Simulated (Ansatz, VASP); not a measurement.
## Two plane-wave programs on Mo

File INCAR:

```
PREC     = Accurate       # precision mode
ENCUT    = 520            # plane-wave cutoff, eV
EDIFF    = 1E-7           # SCF threshold, eV
ISMEAR   = 0              # smearing method
SIGMA    = 0.15           # smearing width, eV
LREAL    = F              # projectors in reciprocal space
LASPH    = T              # aspherical terms in the spheres
NELM     = 100            # most SCF steps
ALGO     = Fast           # electronic algorithm
ISIF     = 2              # what is computed and relaxed
LWAVE    = F              # write WAVECAR
LCHARG   = F              # write CHGCAR
GGA      = PE             # functional
NBANDS   = 13             # bands
```

File KPOINTS:

```
regular mesh
0
Gamma
  20 20 20
```

File POSCAR:

```
Mo
1.0
    0.0000000000      1.9344000000      2.0150000000
    1.9344000000      0.0000000000      2.0150000000
    1.9344000000      1.9344000000      0.0000000000
Mo
1
Direct
    0.0000000000      0.0000000000      0.0000000000
```

Input for Ansatz:

```yaml
crystal:
  lattice:
    - [0.0, 1.9344, 2.015]
    - [1.9344, 0.0, 2.015]
    - [1.9344, 1.9344, 0.0]
  atoms:
    - { symbol: Mo, position: [0.0, 0.0, 0.0] }
basis:
  ecutwfc: 420
kpoints:
  mp_grid: { grid: [20, 20, 20] }
hamiltonian:
  xc: pbe
scf:
  occupations: { method: gaussian, width: 0.15 }
output:
  forces: true
  stress: true
  eigenvalues: true
```

Change from the starting cell: strain -0.040 along x and y, +0.000 along z, atoms carried along.

Alike in both runs: task single point; functional PBE; k mesh 20 × 20 × 20; occupations gaussian, width 0.15 eV; no spin polarisation.

```csv
,VASP,Ansatz
version,VASP 6.6.1,Ansatz 0.2.0
potentials or method,"VASP PAW PBE potentials, release 64 (Mo_sv), cutoff 520 eV","scalar-relativistic, plane waves, PAW"
valence electrons in the cell,14,14
```

|  | VASP | Ansatz | Ansatz less VASP |
| --- | --- | --- | --- |
| gap on the k mesh at the Fermi level (eV) | none | none | - |
| pressure (GPa) | 17.2 | 16.6 | -0.60 |
| traceless stress, the component that is largest in VASP (GPa) | 4.48 | 4.50 | +0.020 |

A gap of «none» marks a metal or a gap that the smearing closes.
